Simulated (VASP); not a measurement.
# SnO2 (Cm) in VASP: a series of runs, part 2 of 2

VASP 6.6.1. Earlier steps stand in the parts before.

## (3) Single point, PBE+D3(BJ) (atoms displaced along a vibrational mode)

Contents of INCAR:

```
  PREC = Accurate
  ENCUT = 520
  EDIFF = 1E-6
  ISMEAR = 0
  SIGMA = 0.05
  LREAL = F
  LASPH = T
  NELM = 100
  ALGO = Normal
  ISIF = 2
  LWAVE = F
  LCHARG = F
  GGA = PE
  IVDW = 12
  NBANDS = 64
```

Contents of KPOINTS:

```
regular mesh
0
Gamma
  6 6 6
```

Contents of POSCAR:

```
SnO2
1.0
    3.2373377712      1.8690778337      4.2908446647
   -3.2373377712      1.8690778337      4.2908446647
    0.0000000000     -3.7381556673      4.2908446647
Sn O
4 8
Direct
    0.8635669137      0.8653849301      0.8653849300
    0.3636001484      0.3653836911      0.8653904835
    0.3636001484      0.8653904836      0.3653836910
    0.8635776911      0.3653914661      0.3653914660
    0.1010330999      0.6312303072      0.6312303295
    0.6010384615      0.1312715054      0.6312323179
    0.6010384615      0.6312322957      0.1312715276
    0.6374397694      0.5938861453      0.5938861237
    0.1010424079      0.1312591141      0.1312591363
    0.1374673198      0.0938426278      0.5938878061
    0.1374673198      0.5938878277      0.0938426062
    0.6374137468      0.0938658608      0.0938658391
```

Potentials or basis: VASP PAW PBE potentials, release 64 (Sn_d, O).

Command:

```bash
> cat potpaw_PBE.64/Sn_d/POTCAR potpaw_PBE.64/O/POTCAR > POTCAR
> mpirun -np 1 vasp_std > vasp.out
```

OUTCAR:

```text
PREC = Accurate
   ENCUT = 520
   EDIFF = 1E-6
   ISMEAR = 0
   LREAL = F
   LASPH = T
   NELM = 100
   ISIF = 2
   GGA = PE
   IVDW = 12
 IVDW          = 12

 ion  position               nearest neighbor table
   1  0.864  0.865  0.865-  12 1.97   5 2.02   6 2.16   7 2.16  11 2.20  10 2.20   2 3.24   3 3.24
                             4 3.24   4 3.24   2 3.24   3 3.24
   2  0.364  0.365  0.865-  11 1.97   6 2.02   9 2.16   5 2.16  12 2.20   8 2.20   1 3.24   4 3.24
                             3 3.24   3 3.24   4 3.24   1 3.24
   3  0.364  0.865  0.365-  10 1.97   7 2.02   9 2.16   5 2.16  12 2.20   8 2.20   1 3.24   4 3.24
                             2 3.24   2 3.24   4 3.24   1 3.24
   4  0.864  0.365  0.365-   8 1.97   9 2.02   7 2.16   6 2.16  10 2.20  11 2.20   3 3.24   2 3.24
                             1 3.24   1 3.24   3 3.24   2 3.24
   5  0.101  0.631  0.631-   1 2.02   2 2.16   3 2.16
   6  0.601  0.131  0.631-   2 2.02   4 2.16   1 2.16
   7  0.601  0.631  0.131-   3 2.02   4 2.16   1 2.16
   8  0.637  0.594  0.594-   4 1.97   3 2.20   2 2.20
   9  0.101  0.131  0.131-   4 2.02   3 2.16   2 2.16
  10  0.137  0.094  0.594-   3 1.97   1 2.20   4 2.20
  11  0.137  0.594  0.094-   2 1.97   1 2.20   4 2.20
[... 1824 lines left out ...]

 Edisp (eV)   -2.41276

 E8    (eV) :    -0.9593

  FORCE on cell =-STRESS in cart. coord.  units (eV):
  Direction    XX          YY          ZZ          XY          YZ          ZX
  --------------------------------------------------------------------------------------
  -------------------------------------------------------------------------------------
  Total       4.42977     2.20845     3.87871     1.92372    -6.10075   -10.56680
  in kB      45.55984    22.71370    39.89224    19.78533   -62.74571  -108.67878
  external pressure =       36.06 kB  Pullay stress =        0.00 kB

 VOLUME and BASIS-vectors are now :
 -----------------------------------------------------------------------------
  energy-cutoff  :      520.00
  volume of cell :      155.78
      direct lattice vectors                 reciprocal lattice vectors
     3.237337771  1.869077834  4.290844665     0.154447894  0.089170533  0.077684782
    -3.237337771  1.869077834  4.290844665    -0.154447894  0.089170533  0.077684782
     0.000000000 -3.738155667  4.290844665     0.000000000 -0.178341066  0.077684782

 POSITION                                       TOTAL-FORCE (eV/Angst)
 -----------------------------------------------------------------------------------
     -0.00589     -0.00340     11.13190         0.670305      0.387001     -0.283196
     -0.00577     -1.87244      6.84121         0.662941      0.385018     -0.283470
     -1.62446      0.93122      6.84121         0.664906      0.381615     -0.283470
      1.61280      0.93115      6.84115         0.666983      0.385083     -0.279939
     -1.71643     -0.99098      5.85054         1.204968      0.695688     -0.316208
      1.52079     -0.99090      5.85075         1.206966      0.695973     -0.318354
     -0.09775      1.81250      5.85075         1.206213      0.697277     -0.318354
      0.14100      0.08141      7.83170        -1.870593     -1.079987      0.599690
     -0.09782     -0.05648      1.55998         1.205930      0.696244     -0.318512
      0.14123     -1.78771      3.54080        -1.874028     -1.081309      0.600062
     -1.47759      1.01616      3.54080        -1.873455     -1.082301      0.600062
      1.75965      1.01593      3.54057        -1.871134     -1.080300      0.601691
 -----------------------------------------------------------------------------------
    total drift:                                0.001178      0.000684     -0.001177

  FREE ENERGIE OF THE ION-ELECTRON SYSTEM (eV)
  ---------------------------------------------------
  free  energy   TOTEN  =       -74.0771979286 eV

  energy  without entropy=      -74.0771979286  energy(sigma->0) =      -74.07719793
```

stdout:

```text
POSCAR found type information on POSCAR SnO
 POSCAR found :  2 types and      12 ions
 scaLAPACK will be used
 LDA part: xc-table for (Slater+PW92), standard interpolation
 POSCAR, INCAR and KPOINTS ok, starting setup
 FFT: planning ... GRIDC
 FFT: planning ... GRID_SOFT
 FFT: planning ... GRID
 WAVECAR not read
 entering main loop
```

Run time: 20 min. Hardware: 1 thread of Oxide Virtual Turin-like, shared host; peak memory 0.53 GiB.

Results:

```
Free energy                : -74.0772 eV
Pressure                   : 3.6 GPa
Largest force              : 2.245 eV/Å
Band gap on the k mesh     : 1.44 eV
Dispersion energy per atom : -0.201 eV
```

Forces on the atoms (eV/Å):
```
Sn   0.670  0.387 -0.283
Sn   0.663  0.385 -0.283
Sn   0.665  0.382 -0.283
Sn   0.667  0.385 -0.280
O    1.205  0.696 -0.316
O    1.207  0.696 -0.318
O    1.206  0.697 -0.318
O   -1.871 -1.080  0.600
O    1.206  0.696 -0.319
O   -1.874 -1.081  0.600
O   -1.873 -1.082  0.600
O   -1.871 -1.080  0.602
```

Caveat: the cell differs from its parent crystal (atoms displaced along a vibrational mode); the cell stands under pressure; spin-orbit coupling is left out, which moves the levels of the heavy elements; forces of over 1 eV/Å act on the atoms, so gaps and moduli don't describe the material at rest.
